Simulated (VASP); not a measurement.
# F4C in VASP: settings compared, part 2 of 2

VASP 6.6.1. Earlier steps stand in the parts before.

## (3) Single point, LDA (last atom moved by 0.08 Å along z)

The input, INCAR:

```
SYSTEM = CF4
GGA      = CA             ! functional
ISMEAR   = 0              ! smearing method
SIGMA    = 0.03           ! smearing width, eV
LWAVE    = .FALSE.        ! write WAVECAR
LCHARG   = .FALSE.        ! write CHGCAR
ISIF     = 0              ! what is computed and relaxed
PREC     = Accurate       ! precision mode
LASPH    = .TRUE.         ! aspherical terms in the spheres
LREAL    = .FALSE.        ! projectors in reciprocal space
ALGO     = Normal         ! electronic algorithm
EDIFF    = 1E-8           ! SCF threshold, eV
NELM     = 120            ! most SCF steps
GGA_COMPAT= .FALSE.      
ENCUT    = 720            ! plane-wave cutoff, eV
EFERMI   = MIDGAP       
NELMDL   = -8           
NBANDS   = 42             ! bands
```

The input, KPOINTS:

```
k-points
0
Gamma
  1 1 1
```

The input, POSCAR:

```
CF4
1.0
   12.0000000000      0.0000000000      0.0000000000
    0.0000000000     11.0000000000      0.0000000000
    0.0000000000      0.0000000000     11.0000000000
F C
4 1
Direct
    0.4174333300      0.4852545500      0.5919863600
    0.5847333300      0.4373818200      0.5402227300
    0.4496083300      0.4115000000      0.4141954500
    0.5046583300      0.5923181800      0.4586954500
    0.4891083300      0.4816181800      0.5085500000
```

Potentials or basis: VASP PAW LDA potentials, release 64 (F, C).

On the command line:

```
$ cat potpaw_LDA.64/F/POTCAR potpaw_LDA.64/C/POTCAR > POTCAR
$ mpirun -np 1 vasp_gam > vasp.out
```

OUTCAR:

```text
SYSTEM = CF4
   GGA = CA
   ISMEAR = 0
   ISIF = 0
   PREC = Accurate
   LASPH = .TRUE.
   LREAL = .FALSE.
   EDIFF = 1E-8
   NELM = 120
   ENCUT = 720
   EFERMI = MIDGAP
   NELMDL = -8

 ion  position               nearest neighbor table
   1  0.417  0.485  0.592-   5 1.26
   2  0.585  0.437  0.540-   5 1.29
   3  0.450  0.411  0.414-   5 1.38
   4  0.505  0.592  0.459-   5 1.35
   5  0.489  0.482  0.509-   1 1.26   2 1.29   4 1.35   3 1.38

  LATTYP: Found a simple tetragonal cell.
 ALAT       =    11.0000000000
 C/A-ratio  =     1.0909090909

  Lattice vectors:

 A1 = (   0.0000000000,  11.0000000000,   0.0000000000)
 A2 = (   0.0000000000,   0.0000000000,  11.0000000000)
 A3 = (  12.0000000000,   0.0000000000,   0.0000000000)

Analysis of symmetry for initial positions (statically):
=====================================================================
 Subroutine PRICEL returns:
 Original cell was already a primitive cell.

 Routine SETGRP: Setting up the symmetry group for a
 simple tetragonal supercell.

 Subroutine GETGRP returns: Found  1 space group operations
 (whereof  1 operations were pure point group operations)
 out of a pool of 16 trial point group operations.

The static configuration has the point symmetry C_1 .

Analysis of symmetry for dynamics (positions and initial velocities):
=====================================================================
 Subroutine PRICEL returns:
 Original cell was already a primitive cell.

 Routine SETGRP: Setting up the symmetry group for a
 simple tetragonal supercell.

 Subroutine GETGRP returns: Found  1 space group operations
 (whereof  1 operations were pure point group operations)
 out of a pool of 16 trial point group operations.

The dynamic configuration has the point symmetry C_1 .

 Subroutine INISYM returns: Found  1 space group operations
 (whereof  1 operations are pure point group operations),
 and found     1 'primitive' translations

----------------------------------------------------------------------------------------

                                     Primitive cell

  volume of cell :    1452.0000

  direct lattice vectors                    reciprocal lattice vectors
    12.000000000  0.000000000  0.000000000     0.083333333  0.000000000  0.000000000
     0.000000000 11.000000000  0.000000000     0.000000000  0.090909091  0.000000000
     0.000000000  0.000000000 11.000000000     0.000000000  0.000000000  0.090909091

  length of vectors
    12.000000000 11.000000000 11.000000000     0.083333333  0.090909091  0.090909091

  position of ions in fractional coordinates (direct lattice)
     0.417433330  0.485254550  0.591986360
     0.584733330  0.437381820  0.540222730
     0.449608330  0.411500000  0.414195450
     0.504658330  0.592318180  0.458695450
     0.489108330  0.481618180  0.508550000

  ion indices of the primitive-cell ions
   primitive index   ion index
                 1           1
                 2           2
                 3           3
                 4           4
                 5           5

----------------------------------------------------------------------------------------

 KPOINTS: k-points

Automatic generation of k-mesh.
 Grid dimensions read from file:
 generate k-points for:    1    1    1

 Generating k-lattice:

  Cartesian coordinates                     Fractional coordinates (reciprocal lattice)
     0.083333333  0.000000000  0.000000000     1.000000000  0.000000000  0.000000000
     0.000000000  0.090909091  0.000000000     0.000000000  1.000000000  0.000000000
     0.000000000  0.000000000  0.090909091     0.000000000  0.000000000  1.000000000

  Length of vectors
     0.083333333  0.090909091  0.090909091

  Shift w.r.t. Gamma in fractional coordinates (k-lattice)
     0.000000000  0.000000000  0.000000000

 Subroutine IBZKPT returns following result:
 ===========================================

 Found      1 irreducible k-points:

 Following reciprocal coordinates:
            Coordinates               Weight
  0.000000  0.000000  0.000000      1.000000
   k-points           NKPTS =      1   k-points in BZ     NKDIM =      1   number of bands    NBANDS=     42
   number of dos      NEDOS =    301   number of ions     NIONS =      5
   total plane-waves  NPLWV = 995328
   dimension x,y,z NGX =   108 NGY =   96 NGZ =   96
   dimension x,y,z NGXF=   216 NGYF=  192 NGZF=  192
   ions per type =               4   1
   NGX,Y,Z   is equivalent  to a cutoff of  14.96, 14.51, 14.51 a.u.
   NGXF,Y,Z  is equivalent  to a cutoff of  29.92, 29.02, 29.02 a.u.
 SYSTEM =  CF4
   PREC   = accura    normal or accurate (medium, high low for compatibility)
   ISTART =      0    job   : 0-new  1-cont  2-samecut
   ICHARG =      2    charge: 1-file 2-atom 10-const
   ISPIN  =      1    spin polarized calculation?
   LNONCOLLINEAR =      F non collinear calculations
   LSORBIT =      F    spin-orbit coupling
   LASPH  =      T    aspherical Exc in radial PAW
   ENCUT  =  720.0 eV  52.92 Ry    7.27 a.u.  26.25 24.07 24.07*2*pi/ulx,y,z
   NELM   =    120;   NELMIN=  2; NELMDL= -8     # of ELM steps
   EDIFF  = 0.1E-07   stopping-criterion for ELM
   LREAL  =      F    real-space projection
   EDIFFG = 0.1E-06   stopping-criterion for IOM
   NSW    =      0    number of steps for IOM
   IBRION =     -1    ionic relax: 0-MD 1-quasi-New 2-CG
   NFREE  =      0    steps in history (QN), initial steepest desc. (CG)
   ISIF   =      0    stress and relaxation
   ISYM   =      2    0-nonsym 1-usesym 2-fastsym
   POTIM  = 0.5000    time-step for ionic-motion
   TEBEG  =    0.0;   TEEND  =   0.0 temperature during run

   SCALEE = 1.0000    scale energy and forces
   PSTRESS=    0.0 pullay stress
   NELECT =      32.0000    total number of electrons
   NUPDOWN=      -1.0000    fix difference up-down
   EMIN   =  10.00;   EMAX   =-10.00  energy-range for DOS
   EFERMI =   0.00;   METHOD = MIDGAP
   ISMEAR =     0;   SIGMA  =   0.03  broadening in eV -4-tet -1-fermi 0-gaus
   EFERMI_NEDOS =   21; number of points for ismear=-14 and -15
   IALGO  =     38    algorithm
   IMIX   =      4    mixing-type and parameters
     AMIX     =   0.40;   BMIX     =  1.00
     AMIX_MAG =   1.60;   BMIX_MAG =  1.00
  volume/ion in A,a.u.               =     290.40      1959.72
  Fermi-wavevector in a.u.,A,eV,Ry     =   0.458989  0.867364  2.866356  0.210671
  Thomas-Fermi vector in A             =   1.444625
   LORBIT       =      0    0 simple, 1 ext, 2 COOP (PROOUT), +10 PAW based schemes
   GGA     = CA    functional components
   LHFCALC =     F    Hartree Fock is set to
   AEXX    =    0.0000 exact exchange contribution
   IVDW    =     0    specifies the selected vdW correction
   LEPSILON=     F    determine dielectric tensor
   LRPA    =     F    only Hartree local field effects (RPA)

   CSHIFT  =0.1000    complex shift for real part using Kramers Kronig

   OMEGAMAX=  -1.0    maximum frequency
 non-spin polarized calculation
 Gauss-broadening in eV      SIGMA  =   0.03
  energy-cutoff  :      720.00
  volume of cell :     1452.00
 maximum number of plane-waves:     31845
 NGX is ok and might be reduce to   108
   NGX = 53   NGY = 49   NGZ = 49

 number of electron      31.9999998 magnetization

 Free energy of the ion-electron system (eV)
  ---------------------------------------------------
  ext. energy  EPLUGINS =         0.00000000
  ---------------------------------------------------
  free energy    TOTEN  =       -28.14474422 eV

  energy without entropy =      -28.14474422  energy(sigma->0) =      -28.14474422

 E-fermi :  -5.1592     XC(G=0):  -0.6425

 val. band max:      -10.0212555702   @ k =   0.0000   0.0000   0.0000
 cond. band min:      -0.2970535155   @ k =   0.0000   0.0000   0.0000
 fundamental gap:      9.7242020547
 Fermi energy:        -5.1591545428

 k-point     1 :       0.0000    0.0000    0.0000
  band No.  band energies     occupation
      1     -35.1313      2.00000
      2     -32.5657      2.00000
      3     -31.4758      2.00000
      4     -30.7024      2.00000
      5     -18.1866      2.00000
      6     -16.3571      2.00000
[... 20 lines left out ...]
     27       2.1108      0.00000
     28       2.1239      0.00000
 [bands above 28 left out]

------------------------ aborting loop because EDIFF is reached ----------------------------------------

 VOLUME and BASIS-vectors are now :
 -----------------------------------------------------------------------------
  energy-cutoff  :      720.00
  volume of cell :     1452.00
      direct lattice vectors                 reciprocal lattice vectors
    12.000000000  0.000000000  0.000000000     0.083333333  0.000000000  0.000000000
     0.000000000 11.000000000  0.000000000     0.000000000  0.090909091  0.000000000
     0.000000000  0.000000000 11.000000000     0.000000000  0.000000000  0.090909091

 POSITION                                       TOTAL-FORCE (eV/Angst)
 -----------------------------------------------------------------------------------
      5.00920      5.33780      6.51185        -1.561226      0.070676      2.293470
      7.01680      4.81120      5.94245         0.981642     -0.419200      0.911765
      5.39530      4.52650      4.55615         0.116653      0.192664      0.829542
      6.05590      6.51550      5.04565        -0.003713     -0.004375      0.585570
      5.86930      5.29780      5.59405         0.466645      0.160236     -4.620347
 -----------------------------------------------------------------------------------
    total drift:                                0.001332     -0.000829     -0.000333

  FREE ENERGIE OF THE ION-ELECTRON SYSTEM (eV)
  ---------------------------------------------------
  free  energy   TOTEN  =       -28.1447442193 eV

  energy  without entropy=      -28.1447442193  energy(sigma->0) =      -28.14474422
```

Wall time 4.7 min (1 thread of Intel Xeon Platinum 8259CL at 2.50GHz (Skylake/Cascade Lake), shared host); peak memory 1.2 GiB.

Results:

```yaml
Free_energy: -28.1447 eV
Largest_force: 4.647 eV/Å
Gap_between_the_frontier_levels: 9.72 eV
```

Forces in eV/Å, atoms in the order of the input:
```
F   -1.561  0.071  2.293
F    0.982 -0.419  0.912
F    0.117  0.193  0.830
F   -0.004 -0.004  0.586
C    0.467  0.160 -4.620
```

Caveat: the cell differs from its parent crystal (last atom moved by 0.08 Å along z).

## (4) Single point, SCAN

Changes to POSCAR since step 3:

```diff
@@ -12,2 +12,2 @@
     0.5046583300      0.5923181800      0.4586954500
-    0.4891083300      0.4816181800      0.5085500000
+    0.4891083300      0.4816181800      0.5012772700
```

The input, INCAR.step1:

```
SYSTEM = CF4
ISMEAR   = 0              ! smearing method
SIGMA    = 0.03           ! smearing width, eV
LWAVE    = .TRUE.         ! write WAVECAR
LCHARG   = .TRUE.         ! write CHGCAR
ISIF     = 0              ! what is computed and relaxed
NELM     = 100            ! most SCF steps
ALGO     = Normal         ! electronic algorithm
PREC     = Accurate       ! precision mode
LASPH    = .TRUE.         ! aspherical terms in the spheres
LREAL    = .FALSE.        ! projectors in reciprocal space
EDIFF    = 1E-5           ! SCF threshold, eV
GGA_COMPAT= .FALSE.      
ENCUT    = 710            ! plane-wave cutoff, eV
EFERMI   = MIDGAP       
NELMDL   = -8           
GGA      = PE             ! functional
```

The input, INCAR.step2:

```
SYSTEM = CF4
METAGGA  = SCAN           ! meta-GGA
ISMEAR   = 0              ! smearing method
SIGMA    = 0.03           ! smearing width, eV
LWAVE    = .FALSE.        ! write WAVECAR
LCHARG   = .FALSE.        ! write CHGCAR
ISIF     = 0              ! what is computed and relaxed
NELM     = 100            ! most SCF steps
ALGO     = All            ! electronic algorithm
PREC     = Accurate       ! precision mode
LASPH    = .TRUE.         ! aspherical terms in the spheres
LREAL    = .FALSE.        ! projectors in reciprocal space
EDIFF    = 1E-6           ! SCF threshold, eV
GGA_COMPAT= .FALSE.      
ENCUT    = 710            ! plane-wave cutoff, eV
EFERMI   = MIDGAP       
NELMDL   = -8           
LMIXTAU  = .TRUE.       
ISTART   = 1            
ISEARCH  = 1
```

KPOINTS is that of step 3.

Potentials or basis: VASP PAW PBE potentials, release 64 (F, C).

On the command line:

```
$ cat potpaw_PBE.64/F/POTCAR potpaw_PBE.64/C/POTCAR > POTCAR
$ cp INCAR.step1 INCAR
$ mpirun -np 2 vasp_gam > vasp.out
$ cp INCAR.step2 INCAR
$ mpirun -np 2 vasp_gam > vasp.out
```

Wall time 3.6 min (2 MPI ranks of AMD EPYC 9R45 (Zen 5), shared host); peak memory 1.1 GiB.

The run converged. Its results:

```
Free energy                     : -33.5865 eV
Largest force                   : 0.707 eV/Å
Gap between the frontier levels : 10.84 eV
```

Forces in eV/Å, atoms in the order of the input:
```
F   -0.460  0.022  0.535
F    0.615 -0.259  0.229
F   -0.253 -0.413 -0.512
F    0.100  0.653 -0.251
C   -0.001 -0.003 -0.001
```

Levels at points of the mesh, in eV from the valence-band top:
```tsv
k point	band 13	band 14	band 15	band 16	band 17	band 18	band 19	band 20
(0.00, 0.00, 0.00)	-1.26	0.00	0.00	0.00	10.84	11.90	11.93	12.12
```

Caveat: the PAW data sets were made with another functional, which shifts forces and pressure a little.

## (5) The runs side by side

```tsv
level	potentials or basis	cell	cutoff (eV)	tolerance level	purpose	gap on the mesh (eV)	largest force (eV/Å)
LDA	VASP PAW LDA potentials, release 64 (F, C)	as given, atomic positions A	520	screening	energy	9.71	4.63
LDA	VASP PAW LDA potentials, release 64 (F, C)	as given, atomic positions A	720	screening	energy	9.72	4.65
SCAN	VASP PAW PBE potentials, release 64 (F, C)	as given, atomic positions B	710	standard	a run that is hard to end	10.84	0.71
```

Alike in all rows: task single point; no spin polarisation; k mesh 1 × 1 × 1; smearing gaussian 0.03 eV.

Caveats: the PAW data sets were made with another functional, which shifts forces and pressure a little (at least some runs).

Absolute energies hang on the potentials; compare differences alone.
